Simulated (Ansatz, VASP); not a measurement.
**Two plane-wave programs on Al**

The input INCAR:

```
PREC = Accurate
ENCUT = 520
EDIFF = 1E-7
ISMEAR = 0
SIGMA = 0.15
LREAL = F
LASPH = T
NELM = 100
ALGO = Normal
ISIF = 2
LWAVE = F
LCHARG = T
GGA = PE
IVDW = 12
LELF = T
LVHAR = T
NBANDS = 14
```

KPOINTS

```
Automatic mesh
0
Gamma
  18 18 6
```

The input POSCAR:

```
Al
1.0
    2.7550983449      0.0000000000      0.0000000000
   -1.3775491724      2.3859851566      0.0000000000
    0.0000000000      0.0000000000      9.8009868520
Al
4
Direct
    0.0000000000      0.0000000000      0.0000000000
    0.3333333333      0.6666666667      0.2500000000
    0.0000000000      0.0000000000      0.5000000000
    0.6666666667      0.3333333333      0.7500000000
```

Input for Ansatz:

```yaml
crystal:
  lattice:
    - [2.7550983449, 0.0, 0.0]
    - [-1.3775491724, 2.3859851566, 0.0]
    - [0.0, 0.0, 9.800986852]
  atoms:
    - { symbol: Al, position: [0.0, 0.0, 0.0] }
    - { symbol: Al, position: [0.3333333333, 0.6666666667, 0.25] }
    - { symbol: Al, position: [0.0, 0.0, 0.5] }
    - { symbol: Al, position: [0.6666666667, 0.3333333333, 0.75] }
basis:
  ecutwfc: 420
kpoints:
  mp_grid: { grid: [18, 18, 6] }
hamiltonian:
  xc: pbe
  dispersion: d3bj
scf:
  occupations: { method: gaussian, width: 0.15 }
output:
  forces: true
  stress: true
  eigenvalues: true
```

Alike in both runs: task single point; functional PBE; dispersion D3(BJ); k mesh 18 × 18 × 6; occupations gaussian, width 0.15 eV; no spin polarisation.

|  | VASP | Ansatz |
| --- | --- | --- |
| version | VASP 6.6.1 | Ansatz 0.2.0 |
| potentials or method | VASP PAW PBE potentials, release 64 (Al), cutoff 520 eV | scalar-relativistic, plane waves, PAW |
| valence electrons in the cell | 12 | 12 |

|  | VASP | Ansatz | Ansatz less VASP |
| --- | --- | --- | --- |
| gap on the k mesh at the Fermi level (eV) | none | none | - |
| pressure (GPa) | -0.5 | -0.5 | +0.03 |
| traceless stress, the component that is largest in VASP (GPa) | -4.19 | -4.19 | -0.009 |

A gap of «none» marks a metal or a gap that the smearing closes.
